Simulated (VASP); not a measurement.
A run of VASP 6.6.1:

Contents of INCAR:

```
SYSTEM = SiNi
ALGO = Normal
EDIFF = 1E-6
ENCUT = 520
GGA = PS
ISIF = 2
ISMEAR = 0
ISPIN = 2
KPAR = 4
LASPH = .True.
LCHARG = .False.
LMAXMIX = 4
LORBIT = 11
LREAL = .False.
LWAVE = .False.
MAGMOM = 1 1 1 1 0 0 0 0
NBANDS = 42
NELM = 150
PREC = Accurate
SIGMA = 0.02
```

Contents of KPOINTS:

```
k-points
0
Gamma
  6 10 6
  0 0 0
```

Contents of POSCAR:

```
SiNi
1.0
    5.1731000000      0.0000000000      0.0000000000
    0.0000000000      3.3381000000      0.0000000000
    0.0000000000      0.0000000000      5.6049000000
Ni Si
4 4
Direct
    0.9922100000      0.7500000000      0.8124800000
    0.5077900000      0.2500000000      0.3124800000
    0.4922100000      0.7500000000      0.6875200000
    0.0077900000      0.2500000000      0.1875200000
    0.6787200000      0.2500000000      0.9175000000
    0.8212800000      0.7500000000      0.4175000000
    0.1787200000      0.2500000000      0.5825000000
    0.3212800000      0.7500000000      0.0825000000
```

Potentials or basis: VASP PAW PBE potentials, release 64 (Ni, Si).

The run is started by

```console
$ cat potpaw_PBE.64/Ni/POTCAR potpaw_PBE.64/Si/POTCAR > POTCAR
$ mpirun -np 4 vasp_std > vasp.out
```

Hardware: 4 MPI ranks on Oxide Virtual Turin-like Processor, with other jobs on the host.

How long does it take, and how much memory?

Run time: 8.1 min on 4 MPI ranks on Oxide Virtual Turin-like Processor, with other jobs on the host, peak memory 0.6 GiB a rank. Counts: scf iterations 16, k points 96.
